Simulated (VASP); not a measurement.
# Ru (P6_3/mmc) in VASP: single point with PBE

Aim: the single point of Ru with PBE.

All numbers are computed with VASP 6.6.1; they aren't measurements. Logs are shortened: lines on timing, memory, paths and dates and some standing lists are left out, and cuts for length are marked.

**1. The cell of the first run**

It takes space group P6_3/mmc (No. 194, hexagonal). Conventional cell: a = 2.721 Å, b = 2.721 Å, c = 4.296 Å, α = 90.00°, β = 90.00°, γ = 120.00°. Within 3.5 Å of Ru (site symmetry -6m2) lie 12 Ru at 2.66 to 2.72 Å.

**2. Single point, PBE**

File INCAR:

```
PREC     = Accurate       # precision mode
ENCUT    = 520            # plane-wave cutoff, eV
EDIFF    = 1E-6           # SCF threshold, eV
ISMEAR   = -1             # smearing method
SIGMA    = 0.08           # smearing width, eV
LREAL    = F              # projectors in reciprocal space
LASPH    = T              # aspherical terms in the spheres
NELM     = 80             # most SCF steps
ALGO     = Normal         # electronic algorithm
ISIF     = 2              # what is computed and relaxed
LWAVE    = F              # write WAVECAR
LCHARG   = F              # write CHGCAR
GGA      = PE             # functional
NBANDS   = 21             # bands
```

File KPOINTS:

```
Automatic mesh
0
Gamma
  14 14 8
```

File POSCAR:

```
Ru
1.0
    1.3603692281     -2.3562286201      0.0000000000
    1.3603692281      2.3562286201      0.0000000000
    0.0000000000      0.0000000000      4.2960587738
Ru
2
Direct
    0.6666666670      0.3333333330      0.2500000000
    0.3333333330      0.6666666670      0.7500000000
```

Potentials or basis: VASP PAW PBE potentials, release 64 (Ru_pv).

Command:

```
$ cat potpaw_PBE.64/Ru_pv/POTCAR > POTCAR
$ mpirun -np 1 vasp_std > vasp.out
```

OUTCAR:

```text
PREC = Accurate
   ENCUT = 520
   EDIFF = 1E-6
   ISMEAR = -1
   LREAL = F
   LASPH = T
   NELM = 80
   ISIF = 2
   GGA = PE

 ion  position               nearest neighbor table
   1  0.667  0.333  0.250-   2 2.66   2 2.66   2 2.66   2 2.66   2 2.66   2 2.66
   2  0.333  0.667  0.750-   1 2.66   1 2.66   1 2.66   1 2.66   1 2.66   1 2.66

  LATTYP: Found a hexagonal cell.
 ALAT       =     2.7207384562
 C/A-ratio  =     1.5790046868

  Lattice vectors:

 A1 = (   1.3603692281,  -2.3562286201,   0.0000000000)
 A2 = (   1.3603692281,   2.3562286201,   0.0000000000)
 A3 = (   0.0000000000,   0.0000000000,   4.2960587738)

Analysis of symmetry for initial positions (statically):
=====================================================================
 Subroutine PRICEL returns:
 Original cell was already a primitive cell.

 Routine SETGRP: Setting up the symmetry group for a
 hexagonal supercell.

 Subroutine GETGRP returns: Found 24 space group operations
 (whereof 12 operations were pure point group operations)
 out of a pool of 24 trial point group operations.

The static configuration has the point symmetry D_3d.
 The point group associated with its full space group is D_6h.

Analysis of symmetry for dynamics (positions and initial velocities):
=====================================================================
 Subroutine PRICEL returns:
 Original cell was already a primitive cell.

 Routine SETGRP: Setting up the symmetry group for a
 hexagonal supercell.

 Subroutine GETGRP returns: Found 24 space group operations
 (whereof 12 operations were pure point group operations)
 out of a pool of 24 trial point group operations.

The dynamic configuration has the point symmetry D_3d.
 The point group associated with its full space group is D_6h.

 Subroutine INISYM returns: Found 24 space group operations
 (whereof 12 operations are pure point group operations),
 and found     1 'primitive' translations

----------------------------------------------------------------------------------------

                                     Primitive cell

  volume of cell :      27.5407

  direct lattice vectors                    reciprocal lattice vectors
     1.360369228 -2.356228620  0.000000000     0.367547273 -0.212203517  0.000000000
     1.360369228  2.356228620  0.000000000     0.367547273  0.212203517  0.000000000
     0.000000000  0.000000000  4.296058774     0.000000000  0.000000000  0.232771490

  length of vectors
     2.720738456  2.720738456  4.296058774     0.424407034  0.424407034  0.232771490

  position of ions in fractional coordinates (direct lattice)
     0.666666667  0.333333333  0.250000000
     0.333333333  0.666666667  0.750000000

  ion indices of the primitive-cell ions
   primitive index   ion index
                 1           1
                 2           2

----------------------------------------------------------------------------------------

 KPOINTS: Automatic mesh

Automatic generation of k-mesh.
 Grid dimensions read from file:
 generate k-points for:   14   14    8

 Generating k-lattice:

  Cartesian coordinates                     Fractional coordinates (reciprocal lattice)
     0.026253377 -0.015157394  0.000000000     0.071428571  0.000000000  0.000000000
     0.026253377  0.015157394  0.000000000     0.000000000  0.071428571  0.000000000
     0.000000000  0.000000000  0.029096436     0.000000000  0.000000000  0.125000000

  Length of vectors
     0.030314788  0.030314788  0.029096436

  Shift w.r.t. Gamma in fractional coordinates (k-lattice)
     0.000000000  0.000000000  0.000000000

 Subroutine IBZKPT returns following result:
 ===========================================

 Found    120 irreducible k-points:

 Following reciprocal coordinates:
            Coordinates               Weight
  0.000000  0.000000  0.000000      1.000000
  0.071429  0.000000  0.000000      6.000000
  0.142857  0.000000  0.000000      6.000000
  0.214286 -0.000000  0.000000      6.000000
  0.285714  0.000000  0.000000      6.000000
  0.357143  0.000000  0.000000      6.000000
[... 16 lines left out ...]
  0.285714  0.285714  0.000000      6.000000
  0.357143  0.285714  0.000000      6.000000
 [... further k-points ...]
   k-points           NKPTS =    120   k-points in BZ     NKDIM =    120   number of bands    NBANDS=     21
   number of dos      NEDOS =    301   number of ions     NIONS =      2
   total plane-waves  NPLWV =  12800
   dimension x,y,z NGX =    20 NGY =   20 NGZ =   32
   dimension x,y,z NGXF=    40 NGYF=   40 NGZF=   64
   ions per type =               2
   NGX,Y,Z   is equivalent  to a cutoff of  12.22, 12.22, 12.38 a.u.
   NGXF,Y,Z  is equivalent  to a cutoff of  24.44, 24.44, 24.77 a.u.
 SYSTEM =  unknown system
   PREC   = accura    normal or accurate (medium, high low for compatibility)
   ISTART =      0    job   : 0-new  1-cont  2-samecut
   ICHARG =      2    charge: 1-file 2-atom 10-const
   ISPIN  =      1    spin polarized calculation?
   LNONCOLLINEAR =      F non collinear calculations
   LSORBIT =      F    spin-orbit coupling
   LASPH  =      T    aspherical Exc in radial PAW
   ENCUT  =  520.0 eV  38.22 Ry    6.18 a.u.   5.06  5.06  7.99*2*pi/ulx,y,z
   NELM   =     80;   NELMIN=  2; NELMDL= -5     # of ELM steps
   EDIFF  = 0.1E-05   stopping-criterion for ELM
   LREAL  =      F    real-space projection
   EDIFFG = 0.1E-04   stopping-criterion for IOM
   NSW    =      0    number of steps for IOM
   IBRION =     -1    ionic relax: 0-MD 1-quasi-New 2-CG
   NFREE  =      0    steps in history (QN), initial steepest desc. (CG)
   ISIF   =      2    stress and relaxation
   ISYM   =      2    0-nonsym 1-usesym 2-fastsym
   POTIM  = 0.5000    time-step for ionic-motion
   TEBEG  =    0.0;   TEEND  =   0.0 temperature during run
   PSTRESS=    0.0 pullay stress
   NELECT =      28.0000    total number of electrons
   NUPDOWN=      -1.0000    fix difference up-down
   EMIN   =  10.00;   EMAX   =-10.00  energy-range for DOS
   EFERMI =   0.00;   METHOD = LEGACY
   ISMEAR =    -1;   SIGMA  =   0.08  broadening in eV -4-tet -1-fermi 0-gaus
   EFERMI_NEDOS =   21; number of points for ismear=-14 and -15
   IALGO  =     38    algorithm
   IMIX   =      4    mixing-type and parameters
     AMIX     =   0.40;   BMIX     =  1.00
     AMIX_MAG =   1.60;   BMIX_MAG =  1.00
  volume/ion in A,a.u.               =      13.77        92.93
  Fermi-wavevector in a.u.,A,eV,Ry     =   1.646150  3.110772 36.869194  2.709809
  Thomas-Fermi vector in A             =   2.735827
   LORBIT       =      0    0 simple, 1 ext, 2 COOP (PROOUT), +10 PAW based schemes
   GGA     = PE    functional components
   LHFCALC =     F    Hartree Fock is set to
   AEXX    =    0.0000 exact exchange contribution
   IVDW    =     0    specifies the selected vdW correction
   LEPSILON=     F    determine dielectric tensor
   LRPA    =     F    only Hartree local field effects (RPA)
 non-spin polarized calculation
  energy-cutoff  :      520.00
  volume of cell :       27.54
 maximum number of plane-waves:       756
   NGX = 11   NGY = 11   NGZ = 15

 number of electron      28.0000013 magnetization

 Free energy of the ion-electron system (eV)
  ---------------------------------------------------
  ext. energy  EPLUGINS =         0.00000000
  ---------------------------------------------------
  free energy    TOTEN  =       -18.48381615 eV

  energy without entropy =      -18.44503629  energy(sigma->0) =      -18.46442622

 E-fermi :  12.5854     XC(G=0): -14.0323

 val. band max:       12.5622214701   @ k =   0.0000   0.0000   0.3750
 cond. band min:      12.5875839707   @ k =   0.2857   0.1429   0.0000
 fundamental gap:      0.0253625007
 Fermi energy:        12.5853835843

 k-point     1 :       0.0000    0.0000    0.0000
  band No.  band energies     occupation
      1     -31.0184      2.00000
      2     -30.1254      2.00000
      3     -30.1254      2.00000
      4     -29.9607      2.00000
      5     -29.9607      2.00000
      6     -29.9223      2.00000
[... 13 lines left out ...]
     20      23.0163      0.00000
     21      23.0303      0.00000

 k-point     2 :       0.0714    0.0000    0.0000
  band No.  band energies     occupation
      1     -31.0018      2.00000
      2     -30.1603      2.00000
      3     -30.1373      2.00000
      4     -29.9973      2.00000
      5     -29.9655      2.00000
      6     -29.9301      2.00000
[... 13 lines left out ...]
     20      23.0163      0.00000
     21      23.0289      0.00000

 k-point     3 :       0.1429    0.0000    0.0000
  band No.  band energies     occupation
      1     -30.9536      2.00000
      2     -30.2583      2.00000
      3     -30.1698      2.00000
      4     -30.0982      2.00000
      5     -29.9796      2.00000
      6     -29.9536      2.00000
[... 13 lines left out ...]
     20      23.0163      0.00000
     21      23.0257      0.00000

 k-point     4 :       0.2143   -0.0000    0.0000
  band No.  band energies     occupation
      1     -30.8787      2.00000
      2     -30.3999      2.00000
      3     -30.2401      2.00000
      4     -30.2150      2.00000
      5     -30.0012      2.00000
      6     -29.9927      2.00000
[... 13 lines left out ...]
     20      23.0162      0.00000
     21      23.0227      0.00000

 k-point     5 :       0.2857    0.0000    0.0000
  band No.  band energies     occupation
      1     -30.7852      2.00000
      2     -30.5572      2.00000
      3     -30.3926      2.00000
      4     -30.2636      2.00000
      5     -30.0464      2.00000
      6     -30.0266      2.00000
[... 13 lines left out ...]
     20      23.0161      0.00000
     21      23.0201      0.00000

 k-point     6 :       0.3571    0.0000    0.0000
  band No.  band energies     occupation
      1     -30.6987      2.00000
      2     -30.6849      2.00000
      3     -30.5259      2.00000
      4     -30.3061      2.00000
      5     -30.1106      2.00000
      6     -30.0503      2.00000
[... 13 lines left out ...]
     20      23.0098      0.00000
     21      23.0162      0.00000

 k-point     7 :       0.4286   -0.0000    0.0000
  band No.  band energies     occupation
      1     -30.7964      2.00000
      2     -30.6161      2.00000
      3     -30.5973      2.00000
      4     -30.3349      2.00000
      5     -30.1731      2.00000
      6     -30.0670      2.00000
[... 13 lines left out ...]
     20      23.0158      0.00000
     21      23.2849      0.00000
[... 291 lines left out ...]
      1     -30.6559      2.00000
      2     -30.6142      2.00000
      3     -30.5802      2.00000
      4     -30.3204      2.00000
      5     -30.1620      2.00000
      6     -30.1301      2.00000
[... 13 lines left out ...]
     20      23.0190      0.00000
     21      23.1740      0.00000

 k-point    21 :       0.2857    0.2143    0.0000
  band No.  band energies     occupation
      1     -30.6978      2.00000
      2     -30.5957      2.00000
      3     -30.5619      2.00000
      4     -30.3982      2.00000
      5     -30.2181      2.00000
      6     -30.1994      2.00000
[... 13 lines left out ...]
     20      23.0139      0.00000
     21      23.0312      0.00000

 k-point    22 :       0.3571    0.2143    0.0000
  band No.  band energies     occupation
      1     -30.7447      2.00000
      2     -30.5782      2.00000
      3     -30.4868      2.00000
      4     -30.4683      2.00000
      5     -30.2608      2.00000
      6     -30.2476      2.00000
[... 13 lines left out ...]
     20      23.0159      0.00000
     21      23.0173      0.00000

 k-point    23 :       0.2857    0.2857    0.0000
  band No.  band energies     occupation
      1     -30.7084      2.00000
      2     -30.5858      2.00000
      3     -30.4731      2.00000
      4     -30.4670      2.00000
      5     -30.2987      2.00000
      6     -30.2724      2.00000
[... 13 lines left out ...]
     20      23.0160      0.00000
     21      23.0166      0.00000

 k-point    24 :       0.3571    0.2857    0.0000
  band No.  band energies     occupation
      1     -30.7118      2.00000
      2     -30.5362      2.00000
      3     -30.5331      2.00000
      4     -30.4143      2.00000
      5     -30.3325      2.00000
      6     -30.3256      2.00000
[... 13 lines left out ...]
     20      23.0164      0.00000
     21      23.0165      0.00000

 [... further k-points ...]
[... 5 lines left out ...]
  --------------------------------------------------------------------------------------
  -------------------------------------------------------------------------------------
  Total        0.0271496      0.0271496     -0.0630188      0.0000000      0.0000000      0.0000000
  in kB        1.5794253      1.5794253     -3.6661181      0.0000000      0.0000000      0.0000000
  external PRESSURE =      -0.1690892 kB  Pullay stress =       0.0000000 kB

 VOLUME and BASIS-vectors are now :
 -----------------------------------------------------------------------------
  energy-cutoff  :      520.00
  volume of cell :       27.54
      direct lattice vectors                 reciprocal lattice vectors
     1.360369228 -2.356228620  0.000000000     0.367547273 -0.212203517  0.000000000
     1.360369228  2.356228620  0.000000000     0.367547273  0.212203517  0.000000000
     0.000000000  0.000000000  4.296058774     0.000000000  0.000000000  0.232771490

 POSITION                                       TOTAL-FORCE (eV/Angst)
 -----------------------------------------------------------------------------------
      1.36037     -0.78541      1.07401        -0.000000     -0.000000      0.000000
      1.36037      0.78541      3.22204         0.000000      0.000000      0.000000
 -----------------------------------------------------------------------------------
    total drift:                                0.000000      0.000001     -0.000000

  FREE ENERGIE OF THE ION-ELECTRON SYSTEM (eV)
  ---------------------------------------------------
  free  energy   TOTEN  =       -18.4838161489 eV

  energy  without entropy=      -18.4450362880  energy(sigma->0) =      -18.46442622
```

It took 1.9 min on 1 thread of Intel Xeon 8259CL, shared host; peak memory 0.18 GiB.

Results:

| Item | Value |
| --- | --- |
| Free energy | -18.4838 eV |
| Pressure | 0.0 GPa |
| Band gap on the k mesh | zero (bands 14 and 15 overlap by 3.06 eV) |

The gap in the log of VASP goes by the Fermi energy; the results here count the filled bands.